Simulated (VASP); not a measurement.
A run of VASP 6.6.1:

The input INCAR:

```
ALGO     = Normal         # electronic algorithm
EDIFF    = 1E-6           # SCF threshold, eV
ENCUT    = 520            # plane-wave cutoff, eV
GGA      = PS             # functional
ISIF     = 2              # what is computed and relaxed
ISMEAR   = 0              # smearing method
LASPH    = T              # aspherical terms in the spheres
LCHARG   = F              # write CHGCAR
LREAL    = F              # projectors in reciprocal space
LWAVE    = F              # write WAVECAR
NBANDS   = 16             # bands
NELM     = 80             # most SCF steps
PREC     = Accurate       # precision mode
SIGMA    = 0.01           # smearing width, eV
```

KPOINTS

```
k-points
0
Gamma
  6 6 4
```

File POSCAR:

```
AlN
1.0
    2.8328531146      0.0000000000      0.0000000000
   -1.4164265573      2.4533227624      0.0000000000
    0.0000000000      0.0000000000      4.8410108389
Al N
2 2
Direct
    0.0000000000      0.0000000000      0.0000000000
    0.0000000000      0.0000000000      0.5000000000
    0.3333333333      0.6666666667      0.2500000000
    0.6666666667      0.3333333333      0.7500000000
```

Potentials or basis: VASP PAW PBE potentials, release 64 (Al, N).

Command:

```bash
$ cat potpaw_PBE.64/Al/POTCAR potpaw_PBE.64/N/POTCAR > POTCAR
$ mpirun -np 1 vasp_std > vasp.out
```

Hardware: 1 thread of Intel(R) Xeon(R) Platinum 8488C (Sapphire Rapids), with other jobs on the host.

Question: Estimate the wall time of this run.

Answer: Wall time 8.3 s on 1 thread of Intel(R) Xeon(R) Platinum 8488C (Sapphire Rapids), with other jobs on the host, peak memory 0.14 GiB. Counts: scf iterations 12, k points 21.
